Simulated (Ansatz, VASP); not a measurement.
## Two plane-wave programs on Cs

Contents of INCAR:

```
ALGO = Normal ; EDIFF = 1E-6
ENCUT = 520 ; GGA = PE
ISIF = 2 ; ISMEAR = -1
LASPH = T ; LCHARG = F
LREAL = F ; LWAVE = F
NBANDS = 10 ; NELM = 100
PREC = Accurate ; SIGMA = 0.1
```

The input KPOINTS:

```
k-points
0
Gamma
  8 8 8
```

File POSCAR:

```
Cs
1.0
    0.0000000000      4.0254651712      4.0254651712
    4.0254651712      0.0000000000      4.0254651712
    4.0254651712      4.0254651712      0.0000000000
Cs
1
Direct
    0.0000000000      0.0000000000      0.0000000000
```

Input for Ansatz:

```yaml
crystal:
  lattice:
    - [0.0, 4.0254651712, 4.0254651712]
    - [4.0254651712, 0.0, 4.0254651712]
    - [4.0254651712, 4.0254651712, 0.0]
  atoms:
    - { symbol: Cs, position: [0.0, 0.0, 0.0] }
hamiltonian:
  xc: pbe
  pseudopotentials:
    kind: paw
    azcp:
      Cs: "pseudopotentials/Cs.paw.azcp"
basis:
  ecutwfc: 420
  fft_grid_basis: typed
kpoints:
  mp_grid: { grid: [8, 8, 8], shift: [0, 0, 0] }
magnetization:
  spin_polarized: false
scf:
  occupations: { method: fermi_dirac, width: 0.1 }
  lower_state_search: "off"
output:
  stress: true
  write_density: true
  write_potential: true
  elf: true
  volumetric_format: npy
```

Alike in both runs: task single point; functional PBE; k mesh 8 × 8 × 8; occupations fermi-dirac, width 0.1 eV; no spin polarisation.

```csv
,VASP,Ansatz
version,VASP 6.6.1,Ansatz 0.2.0
potentials or method,"VASP PAW PBE potentials, release 64 (Cs_sv), cutoff 520 eV","plane waves (420 eV) with PAW, scalar-relativistic"
valence electrons in the cell,9,9
```

|  | VASP | Ansatz | Ansatz less VASP |
| --- | --- | --- | --- |
| pressure (GPa) | -0.2 | -0.2 | +0.01 |

The functional is the same, so the differences come from potentials, cutoffs and numerics.

Spin-orbit coupling is off throughout.
